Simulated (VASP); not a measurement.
# SiC (P6_3mc) in VASP: a series of runs, part 2 of 2

VASP 6.6.1. Earlier steps stand in the parts before.

## (4) Single point, PBE (strain +0.080 along x and y, +0.000 along z)

The input, INCAR:

```
  ALGO = Normal
  EDIFF = 1E-6
  ENCUT = 520
  GGA = PE
  ISIF = 2
  ISMEAR = 0
  LASPH = True
  LCHARG = False
  LREAL = False
  LWAVE = False
  NBANDS = 26
  NELM = 100
  PREC = Accurate
  SIGMA = 0.05
```

The input, KPOINTS:

```
k-points
0
Gamma
  12 12 4
```

The input, POSCAR:

```
SiC
1.0
    3.3416497952      0.0000000000      0.0000000000
   -1.6708248976      2.8939536132      0.0000000000
    0.0000000000      0.0000000000     10.1293391985
Si C
4 4
Direct
    0.6666666667      0.3333333333      0.9378441878
    0.3333333333      0.6666666667      0.4378441878
    0.0000000000      0.0000000000      0.6878995565
    0.0000000000      0.0000000000      0.1878995565
    0.6666666667      0.3333333333      0.7498074459
    0.3333333333      0.6666666667      0.2498074459
    0.0000000000      0.0000000000      0.5004478098
    0.0000000000      0.0000000000      0.0004478098
```

Potentials or basis: VASP PAW PBE potentials, release 64 (Si, C).

The run is started by

```bash
> cat potpaw_PBE.64/Si/POTCAR potpaw_PBE.64/C/POTCAR > POTCAR
> mpirun -np 1 vasp_std > vasp.out
```

OUTCAR:

```text
EDIFF = 1E-6
   ENCUT = 520
   GGA = PE
   ISIF = 2
   ISMEAR = 0
   LASPH = True
   LREAL = False
   NELM = 100
   PREC = Accurate

 ion  position               nearest neighbor table
   1  0.667  0.333  0.938-   5 1.90   8 2.03   8 2.03   8 2.03
   2  0.333  0.667  0.438-   6 1.90   7 2.03   7 2.03   7 2.03
   3  0.000  0.000  0.688-   7 1.90   5 2.03   5 2.03   5 2.03
   4  0.000  0.000  0.188-   8 1.90   6 2.03   6 2.03   6 2.03
   5  0.667  0.333  0.750-   1 1.90   3 2.03   3 2.03   3 2.03
   6  0.333  0.667  0.250-   2 1.90   4 2.03   4 2.03   4 2.03
   7  0.000  0.000  0.500-   3 1.90   2 2.03   2 2.03   2 2.03
   8  0.000  0.000  0.000-   4 1.90   1 2.03   1 2.03   1 2.03

  LATTYP: Found a hexagonal cell.
 ALAT       =     3.3416497952
 C/A-ratio  =     3.0312390045

  Lattice vectors:

 A1 = (   3.3416497952,   0.0000000000,   0.0000000000)
 A2 = (  -1.6708248976,   2.8939536132,   0.0000000000)
 A3 = (   0.0000000000,   0.0000000000,  10.1293391985)

Analysis of symmetry for initial positions (statically):
[... 186 lines left out ...]
  energy without entropy =      -58.60667761  energy(sigma->0) =      -58.60667761

 E-fermi :   6.7129     XC(G=0): -10.6260

 val. band max:        6.4437323510   @ k =   0.0000   0.0000   0.0000
 cond. band min:       8.2340414429   @ k =   0.5000  -0.0000   0.0000
 fundamental gap:      1.7903090919
 Fermi energy:         6.7129479843

 k-point     1 :       0.0000    0.0000    0.0000
  band No.  band energies     occupation
      1      -7.8468      2.00000
      2      -6.6979      2.00000
      3      -6.6412      2.00000
      4      -4.3115      2.00000
      5      -1.2785      2.00000
      6       2.6989      2.00000
[... 685 lines left out ...]
     25      14.0446      0.00000
     26      14.3779      0.00000

 [... further k-points ...]
[... 5 lines left out ...]
  --------------------------------------------------------------------------------------
  -------------------------------------------------------------------------------------
  Total      -19.8148751    -19.8148751     -2.1895673      0.0000000      0.0000000      0.0000000
  in kB     -324.0919980   -324.0919980    -35.8125516      0.0000000      0.0000000      0.0000000
  external PRESSURE =    -227.9988492 kB  Pullay stress =       0.0000000 kB

 VOLUME and BASIS-vectors are now :
 -----------------------------------------------------------------------------
  energy-cutoff  :      520.00
  volume of cell :       97.96
      direct lattice vectors                 reciprocal lattice vectors
     3.341649795  0.000000000  0.000000000     0.299253381  0.172774020  0.000000000
    -1.670824898  2.893953613  0.000000000     0.000000000  0.345548040  0.000000000
     0.000000000  0.000000000 10.129339199     0.000000000  0.000000000  0.098723123

 POSITION                                       TOTAL-FORCE (eV/Angst)
 -----------------------------------------------------------------------------------
      1.67082      0.96465      9.49974        -0.000000     -0.000000      0.336791
     -0.00000      1.92930      4.43507        -0.000000     -0.000000      0.336791
      0.00000      0.00000      6.96797         0.000000     -0.000000      0.349850
      0.00000      0.00000      1.90330        -0.000000      0.000000      0.349850
      1.67082      0.96465      7.59505         0.000000     -0.000000     -0.392899
     -0.00000      1.92930      2.53038        -0.000000     -0.000000     -0.392899
      0.00000      0.00000      5.06921        -0.000000     -0.000000     -0.293742
      0.00000      0.00000      0.00454         0.000000     -0.000000     -0.293742
 -----------------------------------------------------------------------------------
    total drift:                                0.000000      0.000000     -0.000548

  FREE ENERGIE OF THE ION-ELECTRON SYSTEM (eV)
  ---------------------------------------------------
  free  energy   TOTEN  =       -58.6066776141 eV

  energy  without entropy=      -58.6066776141  energy(sigma->0) =      -58.60667761
```

Run time: 4.5 min. Hardware: 1 thread of Intel Xeon 8259CL, shared host; peak memory 0.29 GiB.

What came out:

* Free energy: -58.6067 eV
* Pressure: -22.8 GPa
* Largest force: 0.393 eV/Å
* Band gap on the k mesh: 1.79 eV (least direct gap 2.65 eV)

Forces on the atoms (eV/Å):
```
Si   0.000  0.000  0.337
Si   0.000  0.000  0.337
Si   0.000  0.000  0.350
Si   0.000  0.000  0.350
C    0.000  0.000 -0.393
C    0.000  0.000 -0.393
C    0.000  0.000 -0.294
C    0.000  0.000 -0.294
```

Caveat: the cell differs from its parent crystal (strain +0.080 along x and y, +0.000 along z); the stress differs along the axes, from -32 to -4 GPa. A k mesh can miss the band edges.

## (5) Summary

| cell | gap on the mesh (eV) | pressure (GPa) | largest force (eV/Å) |
| --- | --- | --- | --- |
| a = 3.342, b = 3.342, c = 9.724 Å, angles 90.0, 90.0, 120.0°, 8 atoms | 1.57 | -15.9 | 1.08 |
| a = 3.218, b = 3.218, c = 10.535 Å, angles 90.0, 90.0, 120.0°, 8 atoms | 2.18 | -19.8 | 0.03 |
| a = 3.342, b = 3.342, c = 10.129 Å, angles 90.0, 90.0, 120.0°, 8 atoms | 1.79 | -22.8 | 0.39 |

Alike in all rows: task single point; level PBE; potentials or basis VASP PAW PBE potentials, release 64 (Si, C); no spin polarisation; k mesh 12 × 12 × 4; cutoff (eV) 520; smearing gaussian 0.05 eV.

Caveats: the stress differs along the axes, from -33 to 18 GPa (at least some runs); forces of over 1 eV/Å act on the atoms, so gaps and moduli don't describe the material at rest (at least some runs); the cell stands under tension (at least some runs); the stress differs along the axes, from -32 to -4 GPa (at least some runs).

Absolute energies hang on the potentials; compare differences alone.
